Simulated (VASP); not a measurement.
A run of VASP 6.6.1 is set up as follows.

The input INCAR:

```
  ALGO = Normal
  EDIFF = 1E-6
  ENCUT = 520
  ISIF = 2
  ISMEAR = 1
  LASPH = T
  LCHARG = F
  LREAL = F
  LWAVE = F
  NBANDS = 30
  NELM = 60
  PREC = Accurate
  SIGMA = 0.05
```

File KPOINTS:

```
k-points
0
Gamma
  2 2 11
```

The input POSCAR:

```
Ta
1.0
   22.7091107600      0.0000000000      0.0000000000
    0.0000000000     22.7091107600      0.0000000000
    0.0000000000      0.0000000000      2.3772801000
Ta
4
Direct
    0.3186285300      0.8186285300      0.0000000000
    0.6813714700      0.1813714700      0.0000000000
    0.1813714700      0.3186285300      0.0000000000
    0.8186285300      0.6813714700      0.0000000000
```

Potentials or basis: VASP PAW LDA potentials, release 64 (Ta_pv).

The run is started by

```bash
$ cat potpaw_LDA.64/Ta_pv/POTCAR > POTCAR
$ mpirun -np 1 vasp_std > vasp.out
```

(1) What does it give for the band gap on the k mesh?

Results:

(1) zero (bands 22 and 23 overlap by 2.34 eV).

Caveat: spin-orbit coupling is left out, which moves the levels of the heavy elements.
